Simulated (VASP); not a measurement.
Runs of VASP 6.6.1 on CuF. The structure is that of space group I4/mmm (No. 139), or close to it. The cells are those of the table. 

| task | cell | k mesh | cutoff (eV) | smearing | gap on the mesh (eV) | pressure (GPa) |
| --- | --- | --- | --- | --- | --- | --- |
| relaxation of cell and atoms | relaxed from a = 3.474 Å, angles 106.8, 106.8, 115.0°, 2 atoms | 10 × 10 × 10 | 600 | gaussian 0.02 eV | (a) | 0.0 |
| single point | a = 4.144, b = 3.481, c = 3.468 Å, angles 73.2, 53.5, 53.3°, 2 atoms | 6 × 6 × 6 | 520 | gaussian 0.1 eV | 0.61 | (b) |
| single point | a = 3.505 Å, angles 106.4, 106.4, 115.8°, 2 atoms | 10 × 10 × 10 | 520 | gaussian 0.02 eV | 0.67 | 0.4 |
| single point | a = 3.502 Å, angles 106.4, 106.4, 115.7°, 2 atoms | 10 × 10 × 10 | 520 | gaussian 0.02 eV | 0.66 | 0.4 |

Alike in all rows: level PBE; potentials or basis VASP PAW PBE potentials, release 64 (Cu, F); no spin polarisation.

Estimate the missing entries.

(a) 0.54; (b) 0.6.

A k mesh can miss the band edges.
